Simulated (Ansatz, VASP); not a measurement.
## Two plane-wave programs on Ga

The input POSCAR:

```
Ga
1.0
    0.0000000000      2.8494850854      2.8494850854
    2.8494850854      0.0000000000      2.8494850854
    2.8494850854      2.8494850854      0.0000000000
Ga
2
Direct
    0.1250000000      0.1250000000      0.1250000000
    0.8750000000      0.8750000000      0.8750000000
```

INCAR.step1

```
SYSTEM = Ga
PREC = Accurate ; ENCUT = 520
ISMEAR = -1 ; SIGMA = 0.1
LREAL = .False. ; LASPH = .True.
NELM = 60 ; NBANDS = 20
GGA = PE ; ALGO = Normal
EDIFF = 1E-4 ; LWAVE = .True.
LCHARG = .False.
```

INCAR.step2

```
SYSTEM = Ga
PREC = Accurate ; ENCUT = 520
EDIFF = 1E-6 ; ISMEAR = -1
SIGMA = 0.1 ; LREAL = .False.
LASPH = .True. ; NELM = 60
ALGO = Normal ; ISIF = 2
LWAVE = .False. ; LCHARG = .False.
METAGGA = R2SCAN ; LMIXTAU = .True.
NBANDS = 20 ; ISTART = 1
```

The input KPOINTS:

```
regular mesh
0
Gamma
  11 11 11
  0 0 0
```

Input for Ansatz:

```yaml
crystal:
  lattice:
    - [0.0, 2.8494850854, 2.8494850854]
    - [2.8494850854, 0.0, 2.8494850854]
    - [2.8494850854, 2.8494850854, 0.0]
  atoms:
    - { symbol: Ga, position: [0.125, 0.125, 0.125] }
    - { symbol: Ga, position: [0.875, 0.875, 0.875] }
hamiltonian:
  xc: r2scan
  pseudopotentials:
    kind: paw
    azcp:
      Ga: "pseudopotentials/Ga.paw.azcp"
basis:
  ecutwfc: 500
  fft_grid_basis: typed
kpoints:
  mp_grid: { grid: [11, 11, 11], shift: [0, 0, 0] }
magnetization:
  spin_polarized: false
scf:
  occupations: { method: fermi_dirac, width: 0.1 }
  lower_state_search: "off"
output:
  stress: true
```

Alike in both runs: task single point; functional r2SCAN; k mesh 11 × 11 × 11; occupations fermi-dirac, width 0.1 eV; no spin polarisation.

|  | VASP | Ansatz |
| --- | --- | --- |
| version | VASP 6.6.1 | Ansatz 0.2.0 |
| potentials or method | VASP PAW PBE potentials, release 64 (Ga_d), cutoff 520 eV | plane waves (500 eV) with PAW, scalar-relativistic |
| valence electrons in the cell | 26 | 26 |

|  | VASP | Ansatz | Ansatz less VASP |
| --- | --- | --- | --- |
| pressure (GPa) | 2.0 | 1.9 | -0.05 |

VASP's potentials were made for PBE, not for r2SCAN.
